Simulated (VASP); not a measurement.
Input of a VASP 6.6.1 run:

The input INCAR:

```
  ALGO = Normal
  EDIFF = 1E-6
  ENCUT = 520
  ISIF = 2
  ISMEAR = -1
  LASPH = T
  LCHARG = F
  LREAL = F
  LWAVE = F
  NBANDS = 15
  NELM = 100
  PREC = Accurate
  SIGMA = 0.05
```

Contents of KPOINTS:

```
k-points
0
Gamma
  20 20 12
```

The input POSCAR:

```
Os
1.0
    2.7022176519      0.0000000000      0.0000000000
   -1.3511088260      2.3401891331      0.0000000000
    0.0000000000      0.0000000000      4.2672810860
Os
2
Direct
    0.3333333333      0.6666666667      0.2500000000
    0.6666666667      0.3333333333      0.7500000000
```

Potentials or basis: VASP PAW LDA potentials, release 64 (Os).

The run is started by

```bash
$ cat potpaw_LDA.64/Os/POTCAR > POTCAR
$ mpirun -np 1 vasp_std > vasp.out
```

Q: Estimate the band gap on the k mesh.

A: Zero (bands 8 and 9 overlap by 4.18 eV).

Q: Estimate the pressure.

A: 8.2 GPa.

Stress tensor (GPa, compression positive):
```
8.23 0.00 0.00
0.00 8.23 0.00
0.00 0.00 8.09
```

Caveat: the cell stands under pressure; spin-orbit coupling is left out, which moves the levels of the heavy elements.
